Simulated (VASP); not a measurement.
**Os: single point with LDA**

The system is Os.

```
CELL_PARAMETERS angstrom
2.71752 0.00000 0.00000
-1.35876 2.35345 0.00000
0.00000 0.00000 4.28446
ATOMIC_POSITIONS crystal
Os 0.33333 0.66667 0.25000
Os 0.66667 0.33333 0.75000
```

```json
{
  "Program": "VASP 6.6.1",
  "Task": "single point",
  "Functional": "LDA",
  "Potentials or basis": "VASP PAW LDA potentials, release 64 (Os)",
  "Cutoff": "520 eV",
  "k mesh": "13 × 13 × 7",
  "Occupations": "fermi-dirac, width 0.1 eV",
  "Spin": "no spin polarisation"
}
```

```json
{
  "Pressure": "1.0 GPa",
  "Band gap on the k mesh": "zero (bands 8 and 9 overlap by 3.94 eV)"
}
```

Stress tensor (GPa, compression positive):
```
1.04 0.00 0.00
0.00 1.04 0.00
0.00 0.00 0.93
```

Levels at points of the mesh, in eV from the Fermi level:
| k point | band 5 | band 6 | band 7 | band 8 | band 9 | band 10 | band 11 | band 12 |
| --- | --- | --- | --- | --- | --- | --- | --- | --- |
| (0.00, 0.00, 0.00) | -2.95 | -2.36 | -2.36 | -1.71 | -1.71 | 0.11 | 1.66 | 1.66 |

It took 37 s on 1 thread of Oxide Virtual Turin-like Processor (shared host), peak memory 0.11 GiB.

Caveat: spin-orbit coupling is left out, which moves the levels of the heavy elements.
